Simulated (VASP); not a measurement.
SiC, 4 atoms in the cell. Symmetry: Cmmm, No. 65, orthorhombic system. The conventional cell has a = 3.860 Å, b = 9.686 Å, c = 3.161 Å, α = 90.00°, β = 90.00°, γ = 90.00°. Si (site symmetry m2m) has 2 C at 1.89 Å and 2 Si at 2.39 Å within 2.5 Å. Within 1.8 Å of C (site symmetry m2m) lie 1 C at 1.37 Å. 

* Program: VASP 6.6.1
* Task: single point
* Functional: PBE
* Potentials or basis: VASP PAW PBE potentials, release 64 (Si, C)
* Cutoff: 520 eV
* k mesh: 6 × 6 × 6
* Occupations: gaussian, width 0.1 eV
* Spin: no spin polarisation
* Dipole correction: no
* Further INCAR settings: ALGO = Normal; EDIFF = 1e-06; NBANDS = 16

Potentials or basis: VASP PAW PBE potentials, release 64 (Si, C).

Launch:

```bash
$ cat potpaw_PBE.64/Si/POTCAR potpaw_PBE.64/C/POTCAR > POTCAR
$ mpirun -np 1 vasp_std > vasp.out
```

Hardware: 1 thread of Intel(R) Xeon(R) 6975P-C (Granite Rapids), with other jobs on the host.

How long does it take, and how much memory?

Run time: 18 s on 1 thread of Intel(R) Xeon(R) 6975P-C (Granite Rapids), with other jobs on the host, peak memory 0.19 GiB. Counts: scf iterations 14, k points 52.
